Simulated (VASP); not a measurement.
# MgPb2N2 (P-3m1) in VASP: notebook

MgPb2N2 is run at these levels: LDA; tasks: single point.

Program: VASP 6.6.1. These are calculated values, not measurements. Logs are shortened: lines on timing, memory, paths and dates and some standing lists are left out, and cuts for length are marked.

### Step 1. The cell of the first run

It takes space group P-3m1 (No. 164, trigonal). Conventional cell: a = 3.654 Å, b = 3.654 Å, c = 7.958 Å, α = 90.00°, β = 90.00°, γ = 120.00°. Mg (site symmetry -3m) has 6 N at 2.38 Å within 3.1 Å. Pb (site symmetry 3m) has 3 N at 2.42 Å and 3 Mg at 3.11 Å within 3.2 Å. Within 3.1 Å of N (site symmetry 3m) lie 3 Mg at 2.38 Å and 3 Pb at 2.42 Å and 3 N at 3.05 Å.

### Step 2. Single point, LDA

The input, INCAR:

```
SYSTEM = MgPb2N2
PREC = Accurate ; ENCUT = 520
EDIFF = 1E-7 ; ISMEAR = 0
SIGMA = 0.05 ; LREAL = .FALSE.
LASPH = .TRUE. ; NELM = 100
ALGO = Normal ; ISIF = 2
LWAVE = .FALSE. ; LCHARG = .FALSE.
GGA = CA ; NBANDS = 28
```

The input, KPOINTS:

```
Automatic mesh
0
G
  12 12 4
  0 0 0
```

The input, POSCAR:

```
MgPb2N2
1.0
    3.6536456950      0.0000000000      0.0000000000
   -1.8268228475      3.1641499883      0.0000000000
    0.0000000000      0.0000000000      7.9584472988
Mg Pb N
1 2 2
Direct
    0.0000000000      0.0000000000      0.0000000000
    0.6666666667      0.3333333333      0.2865500000
    0.3333333333      0.6666666667      0.7134500000
    0.6666666667      0.3333333333      0.8618210000
    0.3333333333      0.6666666667      0.1381790000
```

Potentials or basis: VASP PAW LDA potentials, release 64 (Mg, Pb_d, N).

Run with:

```console
$ cat potpaw_LDA.64/Mg/POTCAR potpaw_LDA.64/Pb_d/POTCAR potpaw_LDA.64/N/POTCAR > POTCAR
$ mpirun -np 1 vasp_std > vasp.out
```

OUTCAR:

```text
SYSTEM = MgPb2N2
   PREC = Accurate
   ENCUT = 520
   EDIFF = 1E-7
   ISMEAR = 0
   LREAL = .FALSE.
   LASPH = .TRUE.
   NELM = 100
   ISIF = 2
   GGA = CA

 ion  position               nearest neighbor table
   1  0.000  0.000  0.000-   4 2.38   5 2.38   4 2.38   5 2.38   4 2.38   5 2.38   2 3.11   3 3.11
                             3 3.11   2 3.11   2 3.11   3 3.11
   2  0.667  0.333  0.287-   5 2.42   5 2.42   5 2.42   1 3.11   1 3.11   1 3.11   3 4.00   3 4.00
                             3 4.00
   3  0.333  0.667  0.713-   4 2.42   4 2.42   4 2.42   1 3.11   1 3.11   1 3.11   2 4.00   2 4.00
                             2 4.00
   4  0.667  0.333  0.862-   1 2.38   1 2.38   1 2.38   3 2.42   3 2.42   3 2.42
   5  0.333  0.667  0.138-   1 2.38   1 2.38   1 2.38   2 2.42   2 2.42   2 2.42

  LATTYP: Found a hexagonal cell.
 ALAT       =     3.6536456950
 C/A-ratio  =     2.1782208685

  Lattice vectors:

 A1 = (   3.6536456950,   0.0000000000,   0.0000000000)
 A2 = (  -1.8268228475,   3.1641499883,   0.0000000000)
 A3 = (   0.0000000000,   0.0000000000,   7.9584472988)

Analysis of symmetry for initial positions (statically):
=====================================================================
 Subroutine PRICEL returns:
 Original cell was already a primitive cell.

 Routine SETGRP: Setting up the symmetry group for a
 hexagonal supercell.

 Subroutine GETGRP returns: Found 12 space group operations
 (whereof 12 operations were pure point group operations)
 out of a pool of 24 trial point group operations.

The static configuration has the point symmetry D_3d.

Analysis of symmetry for dynamics (positions and initial velocities):
=====================================================================
 Subroutine PRICEL returns:
 Original cell was already a primitive cell.

 Routine SETGRP: Setting up the symmetry group for a
 hexagonal supercell.

 Subroutine GETGRP returns: Found 12 space group operations
 (whereof 12 operations were pure point group operations)
 out of a pool of 24 trial point group operations.

The dynamic configuration has the point symmetry D_3d.

 Subroutine INISYM returns: Found 12 space group operations
 (whereof 12 operations are pure point group operations),
 and found     1 'primitive' translations

----------------------------------------------------------------------------------------

                                     Primitive cell

  volume of cell :      92.0051

  direct lattice vectors                    reciprocal lattice vectors
     3.653645695  0.000000000  0.000000000     0.273699226  0.158020322  0.000000000
    -1.826822847  3.164149988  0.000000000     0.000000000  0.316040644  0.000000000
     0.000000000  0.000000000  7.958447299     0.000000000  0.000000000  0.125652651

  length of vectors
     3.653645695  3.653645695  7.958447299     0.316040644  0.316040644  0.125652651

  position of ions in fractional coordinates (direct lattice)
     0.000000000  0.000000000  0.000000000
     0.666666667  0.333333333  0.286550000
     0.333333333  0.666666667  0.713450000
     0.666666667  0.333333333  0.861821000
     0.333333333  0.666666667  0.138179000

  ion indices of the primitive-cell ions
   primitive index   ion index
                 1           1
                 2           2
                 3           3
                 4           4
                 5           5

----------------------------------------------------------------------------------------

 KPOINTS: Automatic mesh

Automatic generation of k-mesh.
 Grid dimensions read from file:
 generate k-points for:   12   12    4

 Generating k-lattice:

  Cartesian coordinates                     Fractional coordinates (reciprocal lattice)
     0.022808269  0.013168360  0.000000000     0.083333333  0.000000000  0.000000000
     0.000000000  0.026336720  0.000000000     0.000000000  0.083333333  0.000000000
     0.000000000  0.000000000  0.031413163     0.000000000  0.000000000  0.250000000

  Length of vectors
     0.026336720  0.026336720  0.031413163

  Shift w.r.t. Gamma in fractional coordinates (k-lattice)
     0.000000000  0.000000000  0.000000000

 Subroutine IBZKPT returns following result:
 ===========================================

 Found     69 irreducible k-points:

 Following reciprocal coordinates:
            Coordinates               Weight
  0.000000  0.000000  0.000000      1.000000
  0.083333 -0.000000  0.000000      6.000000
  0.166667 -0.000000  0.000000      6.000000
  0.250000 -0.000000  0.000000      6.000000
  0.333333 -0.000000  0.000000      6.000000
  0.416667 -0.000000  0.000000      6.000000
[... 16 lines left out ...]
  0.166667 -0.000000  0.250000      6.000000
  0.000000  0.166667  0.250000      6.000000
 [... further k-points ...]
   k-points           NKPTS =     69   k-points in BZ     NKDIM =     69   number of bands    NBANDS=     28
   number of dos      NEDOS =    301   number of ions     NIONS =      5
   total plane-waves  NPLWV =  47040
   dimension x,y,z NGX =    28 NGY =   28 NGZ =   60
   dimension x,y,z NGXF=    56 NGYF=   56 NGZF=  120
   ions per type =               1   2   2
   NGX,Y,Z   is equivalent  to a cutoff of  12.74, 12.74, 12.53 a.u.
   NGXF,Y,Z  is equivalent  to a cutoff of  25.48, 25.48, 25.07 a.u.
 SYSTEM =  MgPb2N2
   PREC   = accura    normal or accurate (medium, high low for compatibility)
   ISTART =      0    job   : 0-new  1-cont  2-samecut
   ICHARG =      2    charge: 1-file 2-atom 10-const
   ISPIN  =      1    spin polarized calculation?
   LNONCOLLINEAR =      F non collinear calculations
   LSORBIT =      F    spin-orbit coupling
   LASPH  =      T    aspherical Exc in radial PAW
   ENCUT  =  520.0 eV  38.22 Ry    6.18 a.u.   6.79  6.79 14.80*2*pi/ulx,y,z
   NELM   =    100;   NELMIN=  2; NELMDL= -5     # of ELM steps
   EDIFF  = 0.1E-06   stopping-criterion for ELM
   LREAL  =      F    real-space projection
   EDIFFG = 0.1E-05   stopping-criterion for IOM
   NSW    =      0    number of steps for IOM
   IBRION =     -1    ionic relax: 0-MD 1-quasi-New 2-CG
   NFREE  =      0    steps in history (QN), initial steepest desc. (CG)
   ISIF   =      2    stress and relaxation
   ISYM   =      2    0-nonsym 1-usesym 2-fastsym
   POTIM  = 0.5000    time-step for ionic-motion
   TEBEG  =    0.0;   TEEND  =   0.0 temperature during run
   PSTRESS=    0.0 pullay stress
   NELECT =      40.0000    total number of electrons
   NUPDOWN=      -1.0000    fix difference up-down
   EMIN   =  10.00;   EMAX   =-10.00  energy-range for DOS
   EFERMI =   0.00;   METHOD = LEGACY
   ISMEAR =     0;   SIGMA  =   0.05  broadening in eV -4-tet -1-fermi 0-gaus
   EFERMI_NEDOS =   21; number of points for ismear=-14 and -15
   IALGO  =     38    algorithm
   IMIX   =      4    mixing-type and parameters
     AMIX     =   0.40;   BMIX     =  1.00
     AMIX_MAG =   1.60;   BMIX_MAG =  1.00
  volume/ion in A,a.u.               =      18.40       124.18
  Fermi-wavevector in a.u.,A,eV,Ry     =   1.240198  2.343634 20.926986  1.538090
  Thomas-Fermi vector in A             =   2.374649
   LORBIT       =      0    0 simple, 1 ext, 2 COOP (PROOUT), +10 PAW based schemes
   GGA     = CA    functional components
   LHFCALC =     F    Hartree Fock is set to
   AEXX    =    0.0000 exact exchange contribution
   IVDW    =     0    specifies the selected vdW correction
   LEPSILON=     F    determine dielectric tensor
   LRPA    =     F    only Hartree local field effects (RPA)
 non-spin polarized calculation
 Gauss-broadening in eV      SIGMA  =   0.05
  energy-cutoff  :      520.00
  volume of cell :       92.01
 maximum number of plane-waves:      2496
   NGX = 13   NGY = 13   NGZ = 29

 number of electron      39.9999994 magnetization

 Free energy of the ion-electron system (eV)
  ---------------------------------------------------
  ext. energy  EPLUGINS =         0.00000000
  ---------------------------------------------------
  free energy    TOTEN  =       -27.83859545 eV

  energy without entropy =      -27.83810779  energy(sigma->0) =      -27.83835162

 E-fermi :   6.0633     XC(G=0): -10.5086

 val. band max:        6.0583208480   @ k =   0.0833   0.0833   0.0000
 cond. band min:       6.1260026349   @ k =   0.0833  -0.0000   0.0000
 fundamental gap:      0.0676817869
 Fermi energy:         6.0633174857

 k-point     1 :       0.0000    0.0000    0.0000
  band No.  band energies     occupation
      1     -10.9353      2.00000
      2     -10.9329      2.00000
      3     -10.9123      2.00000
      4     -10.9123      2.00000
      5     -10.9076      2.00000
      6     -10.9076      2.00000
[... 20 lines left out ...]
     27      13.0011      0.00000
     28      14.8852      0.00000

 k-point     2 :       0.0833   -0.0000    0.0000
  band No.  band energies     occupation
      1     -10.9491      2.00000
      2     -10.9440      2.00000
      3     -10.9086      2.00000
      4     -10.8998      2.00000
      5     -10.8975      2.00000
      6     -10.8949      2.00000
[... 20 lines left out ...]
     27      13.7074      0.00000
     28      14.9251      0.00000

 k-point     3 :       0.1667   -0.0000    0.0000
  band No.  band energies     occupation
      1     -10.9966      2.00000
      2     -10.9872      2.00000
      3     -10.8896      2.00000
      4     -10.8738      2.00000
      5     -10.8664      2.00000
      6     -10.8612      2.00000
[... 20 lines left out ...]
     27      13.3645      0.00000
     28      14.4140      0.00000

 k-point     4 :       0.2500   -0.0000    0.0000
  band No.  band energies     occupation
      1     -11.0660      2.00000
      2     -11.0499      2.00000
      3     -10.8973      2.00000
      4     -10.8760      2.00000
      5     -10.8370      2.00000
      6     -10.8355      2.00000
[... 578 lines left out ...]
     27      13.9882      0.00000
     28      14.8469      0.00000

 k-point    23 :       0.1667   -0.0000    0.2500
  band No.  band energies     occupation
      1     -10.9943      2.00000
      2     -10.9900      2.00000
      3     -10.8860      2.00000
      4     -10.8768      2.00000
      5     -10.8672      2.00000
      6     -10.8605      2.00000
[... 20 lines left out ...]
     27      13.1174      0.00000
     28      14.2019      0.00000

 k-point    24 :       0.0000    0.1667    0.2500
  band No.  band energies     occupation
      1     -10.9970      2.00000
      2     -10.9864      2.00000
      3     -10.8932      2.00000
      4     -10.8709      2.00000
      5     -10.8671      2.00000
      6     -10.8605      2.00000
[... 20 lines left out ...]
     27      13.8613      0.00000
     28      14.2469      0.00000

 [... further k-points ...]

------------------------ aborting loop because EDIFF is reached ----------------------------------------

  FORCE on cell =-STRESS in cart. coord.  units (eV):
  Direction    XX          YY          ZZ          XY          YZ          ZX
  --------------------------------------------------------------------------------------
  -------------------------------------------------------------------------------------
  Total       -6.9229147     -6.9229147      2.6124070      0.0000000      0.0000000      0.0000000
  in kB     -120.5556934   -120.5556934     45.4924775      0.0000000      0.0000000      0.0000000
  external PRESSURE =     -65.2063031 kB  Pullay stress =       0.0000000 kB

 VOLUME and BASIS-vectors are now :
 -----------------------------------------------------------------------------
  energy-cutoff  :      520.00
  volume of cell :       92.01
      direct lattice vectors                 reciprocal lattice vectors
     3.653645695  0.000000000  0.000000000     0.273699226  0.158020322  0.000000000
    -1.826822847  3.164149988  0.000000000     0.000000000  0.316040644  0.000000000
     0.000000000  0.000000000  7.958447299     0.000000000  0.000000000  0.125652651

 POSITION                                       TOTAL-FORCE (eV/Angst)
 -----------------------------------------------------------------------------------
      0.00000      0.00000      0.00000        -0.000000     -0.000000      0.000000
      1.82682      1.05472      2.28049        -0.000000      0.000000      0.854216
     -0.00000      2.10943      5.67795         0.000000     -0.000000     -0.854216
      1.82682      1.05472      6.85876        -0.000000     -0.000000      0.123048
     -0.00000      2.10943      1.09969        -0.000000      0.000000     -0.123048
 -----------------------------------------------------------------------------------
    total drift:                                0.000000     -0.000000      0.000000

  FREE ENERGIE OF THE ION-ELECTRON SYSTEM (eV)
  ---------------------------------------------------
  free  energy   TOTEN  =       -27.8385954458 eV

  energy  without entropy=      -27.8381077949  energy(sigma->0) =      -27.83835162
```

Run time: 77 s. Hardware: 1 thread of Intel Xeon 6975P-C (Granite Rapids), shared host; peak memory 0.3 GiB.

What came out:

```yaml
Free_energy: -27.8386 eV
Pressure: -6.5 GPa
Largest_force: 0.854 eV/Å
Band_gap_on_the_k_mesh: zero (band 20 reaches 6.13 eV, above the bottom of band 21 at 5.99 eV)
```

Forces in eV/Å, atoms in the order of the input:
```
Mg   0.000  0.000  0.000
Pb   0.000  0.000  0.854
Pb   0.000  0.000 -0.854
N    0.000  0.000  0.123
N    0.000  0.000 -0.123
```

Caveat: spin-orbit coupling is left out, which moves the levels of the heavy elements.

[end of part 1 of 2]
